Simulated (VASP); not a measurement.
# MgO: single point with r2SCAN

The system is MgO.

```xyz
4
Lattice="3.2886 0.0000 0.0000 -1.6443 2.8480 0.0000 0.0000 0.0000 4.1853" Properties=species:S:1:pos:R:3 pbc="T T T"
Mg    0.0000    1.8987    1.0463
Mg    1.6443    0.9493    3.1390
O     1.6443    0.9493    1.0463
O     0.0000    1.8987    3.1390
```

This cell differs from its parent crystal: biaxial xy strain -5.6%.

| Property | Result |
| --- | --- |
| Program | VASP 6.6.1 |
| Task | single point |
| Functional | r2SCAN |
| Potentials or basis | VASP PAW PBE potentials, release 64 (Mg, O) |
| Cutoff | 520 eV |
| k mesh | 12 × 12 × 6 |
| Occupations | gaussian, width 0.01 eV |
| Spin | no spin polarisation |
| Dipole correction | no |
| Further INCAR settings | ALGO = Normal; EDIFF = 1e-07; NBANDS = 16 |

```
Pressure               : 20.3 GPa
Band gap on the k mesh : 4.71 eV, direct
```

Stress tensor (GPa, compression positive):
```
26.01  0.00  0.00
 0.00 26.01  0.00
 0.00  0.00  8.98
```

Levels at points of the mesh, in eV from the valence-band top:
| k point | band 4 | band 5 | band 6 | band 7 | band 8 | band 9 | band 10 | band 11 | band 12 | band 13 |
| --- | --- | --- | --- | --- | --- | --- | --- | --- | --- | --- |
| (0.00, 0.00, 0.00) | -1.96 | -1.96 | -1.12 | -1.12 | 0.00 | 4.71 | 11.17 | 13.61 | 14.73 | 14.73 |
| (0.50, 0.00, 0.00) | -2.78 | -2.59 | -2.43 | -1.54 | -0.81 | 8.19 | 10.53 | 11.06 | 14.36 | 14.63 |
| (0.00, 0.00, 0.50) | -2.70 | -1.56 | -1.56 | -1.56 | -1.56 | 7.78 | 7.78 | 15.09 | 15.09 | 15.09 |
| (0.50, 0.00, 0.50) | -4.37 | -1.80 | -1.80 | -1.11 | -1.11 | 8.43 | 8.43 | 14.21 | 14.21 | 16.27 |

It took 2 min on 1 thread of Intel(R) Xeon(R) Platinum 8259CL CPU @ 2.50GHz (Skylake/Cascade Lake) (shared host), peak memory 0.18 GiB.

Caveat: the cell differs from its parent crystal (biaxial xy strain -5.6%); the PAW data sets were made with another functional, which shifts forces and pressure a little. A k mesh can miss the band edges.
